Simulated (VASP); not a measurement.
# TiCo2 (Fd-3m) in VASP: a series of runs

The runs below take TiCo2 through single point, with r2SCAN.

Program: VASP 6.6.1. These are calculated values, not measurements. Logs are shortened: lines on timing, memory, paths and dates and some standing lists are left out, and cuts for length are marked.

### Step 1. The cell of the first run

It takes space group Fd-3m (No. 227, cubic). The conventional cell has a = 6.704 Å, b = 6.704 Å, c = 6.704 Å, α = 90.00°, β = 90.00°, γ = 90.00°. Within 3.7 Å of Ti (site symmetry -43m) lie 12 Co at 2.78 Å and 4 Ti at 2.90 Å. Co (site symmetry -3m) has 6 Co at 2.37 Å and 6 Ti at 2.78 Å within 3.1 Å.

### Step 2. Single point, r2SCAN, collinear spin, ferromagnetic start

The input, POSCAR:

```
TiCo2
1.0
    0.0000000000      3.3520000000      3.3520000000
    3.3520000000      0.0000000000      3.3520000000
    3.3520000000      3.3520000000      0.0000000000
Ti Co
2 4
Direct
    0.5000000000      0.5000000000      0.5000000000
    0.7500000000      0.7500000000      0.7500000000
    0.1250000000      0.1250000000      0.1250000000
    0.6250000000      0.1250000000      0.1250000000
    0.1250000000      0.1250000000      0.6250000000
    0.1250000000      0.6250000000      0.1250000000
```

The input, INCAR.step1:

```
PREC = Accurate ; ENCUT = 520
ISMEAR = 0 ; SIGMA = 0.1
LREAL = F ; LASPH = T
NELM = 150 ; ISPIN = 2
MAGMOM = 0 0 3 3 3 3 ; LMAXMIX = 4
NBANDS = 43 ; GGA = PE
ALGO = Normal ; EDIFF = 1E-4
LWAVE = T ; LCHARG = F
```

The input, INCAR.step2:

```
PREC = Accurate ; ENCUT = 520
EDIFF = 1E-7 ; ISMEAR = 0
SIGMA = 0.1 ; LREAL = F
LASPH = T ; NELM = 150
ALGO = Normal ; ISIF = 2
LWAVE = F ; LCHARG = F
ISPIN = 2 ; MAGMOM = 0 0 3 3 3 3
LORBIT = 11 ; LMAXMIX = 4
METAGGA = R2SCAN ; LMIXTAU = T
NBANDS = 43 ; ISTART = 1
```

The input, KPOINTS:

```
regular mesh
0
Gamma
  10 10 10
```

Potentials or basis: VASP PAW PBE potentials, release 64 (Ti_sv, Co).

Launch:

```console
$ cat potpaw_PBE.64/Ti_sv/POTCAR potpaw_PBE.64/Co/POTCAR > POTCAR
$ cp INCAR.step1 INCAR
$ mpirun -np 1 vasp_std > vasp.out
$ cp INCAR.step2 INCAR
$ mpirun -np 1 vasp_std > vasp.out
```

OUTCAR:

```text
PREC = Accurate
   ENCUT = 520
   EDIFF = 1E-7
   ISMEAR = 0
   LREAL = F
   LASPH = T
   NELM = 150
   ISIF = 2
   ISPIN = 2
   LORBIT = 11
   METAGGA = R2SCAN
   ISTART = 1

 ion  position               nearest neighbor table
   1  0.500  0.500  0.500-   3 2.78   5 2.78   6 2.78   3 2.78   4 2.78   5 2.78   3 2.78   4 2.78
                             6 2.78   4 2.78   5 2.78   6 2.78   2 2.90   2 2.90   2 2.90   2 2.90
   2  0.750  0.750  0.750-   4 2.78   5 2.78   6 2.78   3 2.78   4 2.78   6 2.78   3 2.78   4 2.78
                             5 2.78   3 2.78   5 2.78   6 2.78   1 2.90   1 2.90   1 2.90   1 2.90
   3  0.125  0.125  0.125-   4 2.37   5 2.37   6 2.37   5 2.37   6 2.37   4 2.37   1 2.78   2 2.78
                             1 2.78   2 2.78   1 2.78   2 2.78
   4  0.625  0.125  0.125-   3 2.37   5 2.37   6 2.37   3 2.37   5 2.37   6 2.37   2 2.78   1 2.78
                             1 2.78   2 2.78   2 2.78   1 2.78
   5  0.125  0.125  0.625-   3 2.37   3 2.37   4 2.37   6 2.37   6 2.37   4 2.37   1 2.78   2 2.78
                             1 2.78   2 2.78   1 2.78   2 2.78
   6  0.125  0.625  0.125-   3 2.37   5 2.37   3 2.37   4 2.37   5 2.37   4 2.37   2 2.78   1 2.78
                             2 2.78   2 2.78   1 2.78   1 2.78

  LATTYP: Found a face centered cubic cell.
 ALAT       =     6.7040000000

  Lattice vectors:

 A1 = (   0.0000000000,   3.3520000000,   3.3520000000)
 A2 = (   3.3520000000,   0.0000000000,   3.3520000000)
 A3 = (   3.3520000000,   3.3520000000,   0.0000000000)

Analysis of symmetry for initial positions (statically):
=====================================================================
 Subroutine PRICEL returns:
 Original cell was already a primitive cell.

 Routine SETGRP: Setting up the symmetry group for a
 face centered cubic supercell.

 Subroutine GETGRP returns: Found 48 space group operations
 (whereof 24 operations were pure point group operations)
 out of a pool of 48 trial point group operations.

The static configuration has the point symmetry T_d .
 The point group associated with its full space group is O_h .

Analysis of symmetry for dynamics (positions and initial velocities):
=====================================================================
 Subroutine PRICEL returns:
 Original cell was already a primitive cell.

 Routine SETGRP: Setting up the symmetry group for a
 face centered cubic supercell.

 Subroutine GETGRP returns: Found 48 space group operations
 (whereof 24 operations were pure point group operations)
 out of a pool of 48 trial point group operations.

The dynamic configuration has the point symmetry T_d .
 The point group associated with its full space group is O_h .

Analysis of structural, dynamic, and magnetic symmetry:
=====================================================================
 Subroutine PRICEL returns:
 Original cell was already a primitive cell.

 Routine SETGRP: Setting up the symmetry group for a
 face centered cubic supercell.

 Subroutine GETGRP returns: Found 48 space group operations
 (whereof 24 operations were pure point group operations)
 out of a pool of 48 trial point group operations.

The overall configuration has the point symmetry T_d .
 The point group associated with its full space group is O_h .

 Subroutine INISYM returns: Found 48 space group operations
 (whereof 24 operations are pure point group operations),
 and found     1 'primitive' translations

----------------------------------------------------------------------------------------

                                     Primitive cell

  volume of cell :      75.3255

  direct lattice vectors                    reciprocal lattice vectors
     0.000000000  3.352000000  3.352000000    -0.149164678  0.149164678  0.149164678
     3.352000000  0.000000000  3.352000000     0.149164678 -0.149164678  0.149164678
     3.352000000  3.352000000  0.000000000     0.149164678  0.149164678 -0.149164678

  length of vectors
     4.740443861  4.740443861  4.740443861     0.258360801  0.258360801  0.258360801

  position of ions in fractional coordinates (direct lattice)
     0.500000000  0.500000000  0.500000000
     0.750000000  0.750000000  0.750000000
     0.125000000  0.125000000  0.125000000
     0.625000000  0.125000000  0.125000000
     0.125000000  0.125000000  0.625000000
     0.125000000  0.625000000  0.125000000

  ion indices of the primitive-cell ions
   primitive index   ion index
                 1           1
                 2           2
                 3           3
                 4           4
                 5           5
                 6           6

----------------------------------------------------------------------------------------

 KPOINTS: regular mesh

Automatic generation of k-mesh.
 Grid dimensions read from file:
 generate k-points for:   10   10   10

 Generating k-lattice:

  Cartesian coordinates                     Fractional coordinates (reciprocal lattice)
    -0.014916468  0.014916468  0.014916468     0.100000000  0.000000000  0.000000000
     0.014916468 -0.014916468  0.014916468     0.000000000  0.100000000  0.000000000
     0.014916468  0.014916468 -0.014916468     0.000000000  0.000000000  0.100000000

  Length of vectors
     0.025836080  0.025836080  0.025836080

  Shift w.r.t. Gamma in fractional coordinates (k-lattice)
     0.000000000  0.000000000  0.000000000

 Subroutine IBZKPT returns following result:
 ===========================================

 Found     47 irreducible k-points:

 Following reciprocal coordinates:
            Coordinates               Weight
  0.000000  0.000000  0.000000      1.000000
  0.100000  0.000000  0.000000      8.000000
  0.200000  0.000000  0.000000      8.000000
  0.300000  0.000000  0.000000      8.000000
  0.400000  0.000000  0.000000      8.000000
  0.500000  0.000000  0.000000      4.000000
[... 16 lines left out ...]
  0.300000  0.300000  0.000000      6.000000
  0.400000  0.300000  0.000000     24.000000
 [... further k-points ...]
   k-points           NKPTS =     47   k-points in BZ     NKDIM =     47   number of bands    NBANDS=     43
   number of dos      NEDOS =    301   number of ions     NIONS =      6
   total plane-waves  NPLWV =  46656
   dimension x,y,z NGX =    36 NGY =   36 NGZ =   36
   dimension x,y,z NGXF=    72 NGYF=   72 NGZF=   72
   ions per type =               2   4
   NGX,Y,Z   is equivalent  to a cutoff of  12.63, 12.63, 12.63 a.u.
   NGXF,Y,Z  is equivalent  to a cutoff of  25.25, 25.25, 25.25 a.u.
 SYSTEM =  unknown system
   PREC   = accura    normal or accurate (medium, high low for compatibility)
   ISTART =      1    job   : 0-new  1-cont  2-samecut
   ICHARG =      0    charge: 1-file 2-atom 10-const
   ISPIN  =      2    spin polarized calculation?
   LNONCOLLINEAR =      F non collinear calculations
   LSORBIT =      F    spin-orbit coupling
   LASPH  =      T    aspherical Exc in radial PAW
   ENCUT  =  520.0 eV  38.22 Ry    6.18 a.u.   8.81  8.81  8.81*2*pi/ulx,y,z
   NELM   =    150;   NELMIN=  2; NELMDL=  0     # of ELM steps
   EDIFF  = 0.1E-06   stopping-criterion for ELM
   LREAL  =      F    real-space projection
   EDIFFG = 0.1E-05   stopping-criterion for IOM
   NSW    =      0    number of steps for IOM
   IBRION =     -1    ionic relax: 0-MD 1-quasi-New 2-CG
   NFREE  =      0    steps in history (QN), initial steepest desc. (CG)
   ISIF   =      2    stress and relaxation
   ISYM   =      2    0-nonsym 1-usesym 2-fastsym
   POTIM  = 0.5000    time-step for ionic-motion
   TEBEG  =    0.0;   TEEND  =   0.0 temperature during run
   PSTRESS=    0.0 pullay stress
   NELECT =      60.0000    total number of electrons
   NUPDOWN=      -1.0000    fix difference up-down
   EMIN   =  10.00;   EMAX   =-10.00  energy-range for DOS
   EFERMI =   0.00;   METHOD = LEGACY
   ISMEAR =     0;   SIGMA  =   0.10  broadening in eV -4-tet -1-fermi 0-gaus
   EFERMI_NEDOS =   21; number of points for ismear=-14 and -15
   IALGO  =     38    algorithm
   IMIX   =      4    mixing-type and parameters
     AMIX     =   0.40;   BMIX     =  1.00
     AMIX_MAG =   1.60;   BMIX_MAG =  1.00
  volume/ion in A,a.u.               =      12.55        84.72
  Fermi-wavevector in a.u.,A,eV,Ry     =   1.517555  2.867764 31.333871  2.302975
  Thomas-Fermi vector in A             =   2.626795
   LORBIT       =     11    0 simple, 1 ext, 2 COOP (PROOUT), +10 PAW based schemes
   METAGGA = R2SCAN    functional components
   LHFCALC =     F    Hartree Fock is set to
   AEXX    =    0.0000 exact exchange contribution
   IVDW    =     0    specifies the selected vdW correction
   LEPSILON=     F    determine dielectric tensor
   LRPA    =     F    only Hartree local field effects (RPA)
 spin polarized calculation
 Gauss-broadening in eV      SIGMA  =   0.10
  energy-cutoff  :      520.00
  volume of cell :       75.33
 maximum number of plane-waves:      2085
   NGX = 17   NGY = 17   NGZ = 17

 number of electron      60.0000021 magnetization       4.0726059

 Free energy of the ion-electron system (eV)
  ---------------------------------------------------
  ext. energy  EPLUGINS =         0.00000000
  ---------------------------------------------------
  free energy    TOTEN  =       -80.21674199 eV

  energy without entropy =      -80.19524080  energy(sigma->0) =      -80.20599139

 E-fermi :  10.0896     XC(G=0): -13.8982

 val. band max:       10.0831616073   @ k =  -0.2000   0.2000   0.0000
 cond. band min:      10.0906748508   @ k =   0.2000   0.1000   0.0000
 fundamental gap:      0.0075132435
 Fermi energy:        10.0896192141

 spin component 1

 k-point     1 :       0.0000    0.0000    0.0000
  band No.  band energies     occupation
      1     -49.1687      1.00000
      2     -49.0870      1.00000
      3     -24.4154      1.00000
      4     -24.4153      1.00000
      5     -24.4153      1.00000
      6     -24.2342      1.00000
[... 34 lines left out ...]
     41      15.8494      0.00000
     42      15.8494      0.00000
[... 994 lines left out ...]
      2     -49.1097      1.00000
      3     -24.4502      1.00000
      4     -24.4482      1.00000
      5     -24.3671      1.00000
      6     -24.2861      1.00000
[... 34 lines left out ...]
     41      13.2565      0.00000
     42      13.3136      0.00000

 [... further k-points ...]

 spin component 2

 k-point     1 :       0.0000    0.0000    0.0000
  band No.  band energies     occupation
      1     -49.9204      1.00000
      2     -49.8343      1.00000
      3     -25.1772      1.00000
      4     -25.1772      1.00000
      5     -25.1772      1.00000
      6     -24.9864      1.00000
[... 34 lines left out ...]
     41      15.2603      0.00000
     42      15.2603      0.00000
[... 994 lines left out ...]
      2     -49.8582      1.00000
      3     -25.2132      1.00000
      4     -25.2111      1.00000
      5     -25.1265      1.00000
      6     -25.0411      1.00000
[... 34 lines left out ...]
     41      13.0020      0.00000
     42      13.0280      0.00000

 [... further k-points ...]

 [bands above 42 left out]

------------------------ aborting loop because EDIFF is reached ----------------------------------------

  FORCE on cell =-STRESS in cart. coord.  units (eV):
  Direction    XX          YY          ZZ          XY          YZ          ZX
  --------------------------------------------------------------------------------------
  -------------------------------------------------------------------------------------
  Total       -0.6232534     -0.6232534     -0.6232534      0.0000000      0.0000000      0.0000000
  in kB      -13.2566323    -13.2566323    -13.2566323      0.0000000      0.0000000      0.0000000
  external PRESSURE =     -13.2566323 kB  Pullay stress =       0.0000000 kB

 VOLUME and BASIS-vectors are now :
 -----------------------------------------------------------------------------
  energy-cutoff  :      520.00
  volume of cell :       75.33
      direct lattice vectors                 reciprocal lattice vectors
     0.000000000  3.352000000  3.352000000    -0.149164678  0.149164678  0.149164678
     3.352000000  0.000000000  3.352000000     0.149164678 -0.149164678  0.149164678
     3.352000000  3.352000000  0.000000000     0.149164678  0.149164678 -0.149164678

 POSITION                                       TOTAL-FORCE (eV/Angst)
 -----------------------------------------------------------------------------------
      3.35200      3.35200      3.35200        -0.000000     -0.000000     -0.000000
      5.02800      5.02800      5.02800         0.000000      0.000000      0.000000
      0.83800      0.83800      0.83800        -0.000000      0.000000     -0.000000
      0.83800      2.51400      2.51400        -0.000000      0.000000     -0.000000
      2.51400      2.51400      0.83800        -0.000000      0.000000     -0.000000
      2.51400      0.83800      2.51400        -0.000000      0.000000     -0.000000
 -----------------------------------------------------------------------------------
    total drift:                                0.000000      0.000000      0.000000

  FREE ENERGIE OF THE ION-ELECTRON SYSTEM (eV)
  ---------------------------------------------------
  free  energy   TOTEN  =       -80.2167419872 eV

  energy  without entropy=      -80.1952407975  energy(sigma->0) =      -80.20599139

 total charge

# of ion       s       p       d       tot
------------------------------------------
    1        2.224   6.156   1.776  10.156
    2        2.224   6.156   1.776  10.156
    3        0.560   0.616   7.228   8.403
    4        0.560   0.616   7.228   8.403
    5        0.560   0.616   7.228   8.403
    6        0.560   0.616   7.228   8.403
--------------------------------------------------
tot          6.689  14.775  32.462  53.926

 magnetization (x)

# of ion       s       p       d       tot
------------------------------------------
    1       -0.009  -0.045  -0.597  -0.650
    2       -0.009  -0.045  -0.597  -0.650
    3        0.009  -0.034   1.522   1.498
    4        0.009  -0.034   1.522   1.498
    5        0.009  -0.034   1.522   1.498
    6        0.009  -0.034   1.522   1.498
--------------------------------------------------
tot          0.020  -0.224   4.896   4.692
```

It took 15 min on 1 thread of Intel Xeon 6975P-C (Granite Rapids), shared host; peak memory 0.41 GiB.

Results:

* Free energy: -80.2167 eV
* Pressure: -1.3 GPa
* Net moment: 4.07 μB per cell
* Site moments: Ti -0.65; Co +1.50 μB
* Valence electrons inside the program's atomic spheres: Ti 10.16; Co 8.40

Caveat: the PAW data sets were made with another functional, which shifts forces and pressure a little.

### Step 3. Single point, r2SCAN, collinear spin, ferrimagnetic start

POSCAR is that of step 2.

The input, INCAR.step1:

```
SYSTEM = TiCo2
PREC = Accurate
ENCUT = 520
ISMEAR = 0
SIGMA = 0.1
LREAL = .FALSE.
LASPH = .TRUE.
NELM = 150
ISPIN = 2
MAGMOM = -0.35 -0.35 0.88 0.88 0.88 0.88
LMAXMIX = 4
NBANDS = 43
GGA = PE
ALGO = Normal
EDIFF = 1E-4
LWAVE = .TRUE.
LCHARG = .FALSE.
```

The input, INCAR.step2:

```
SYSTEM = TiCo2
PREC = Accurate
ENCUT = 520
EDIFF = 1E-6
ISMEAR = 0
SIGMA = 0.1
LREAL = .FALSE.
LASPH = .TRUE.
NELM = 150
ALGO = Normal
ISIF = 2
LWAVE = .FALSE.
LCHARG = .TRUE.
ISPIN = 2
MAGMOM = -0.35 -0.35 0.88 0.88 0.88 0.88
LORBIT = 11
LMAXMIX = 4
METAGGA = R2SCAN
LMIXTAU = .TRUE.
LELF = .TRUE.
LVHAR = .TRUE.
NBANDS = 43
ISTART = 1
```

The input, KPOINTS:

```
Automatic mesh
0
G
  10 10 10
  0 0 0
```

Potentials or basis: VASP PAW PBE potentials, release 64 (Ti_sv, Co).

Launch:

```console
$ cat potpaw_PBE.64/Ti_sv/POTCAR potpaw_PBE.64/Co/POTCAR > POTCAR
$ cp INCAR.step1 INCAR
$ mpirun -np 1 vasp_std > vasp.out
$ cp INCAR.step2 INCAR
$ mpirun -np 1 vasp_std > vasp.out
```

Wall time 49 min (1 thread of Oxide Virtual Turin-like, shared host); peak memory 0.37 GiB.

The run converged. Its results:

```yaml
Free_energy: -80.2167 eV
Pressure: -1.3 GPa
Net_moment: 4.07 μB per cell
Site_moments: Ti -0.65; Co +1.50 μB
Valence_electrons_inside_the_program's_atomic_spheres: Ti 10.16; Co 8.40
```

Levels at points of the mesh, in eV from the Fermi level:
Spin up:
```csv
k point,band 30,band 31,band 32,band 33,band 34,band 35
"(0.00, 0.00, 0.00)",-0.81,-0.81,-0.68,-0.68,-0.68,0.89
"(0.50, 0.00, 0.00)",-0.81,0.20,0.20,0.48,0.48,0.55
"(0.50, 0.50, 0.00)",-1.96,-0.70,-0.70,0.78,0.78,1.10
```
Spin down:
```tsv
k point	band 26	band 27	band 28	band 29	band 30	band 31
(0.00, 0.00, 0.00)	-0.67	0.07	0.07	0.07	0.25	0.25
(0.50, 0.00, 0.00)	-0.40	-0.06	-0.06	0.00	0.35	0.35
(0.50, 0.50, 0.00)	-1.63	-0.24	-0.24	0.17	0.17	0.41
```

Caveat: the PAW data sets were made with another functional, which shifts forces and pressure a little.
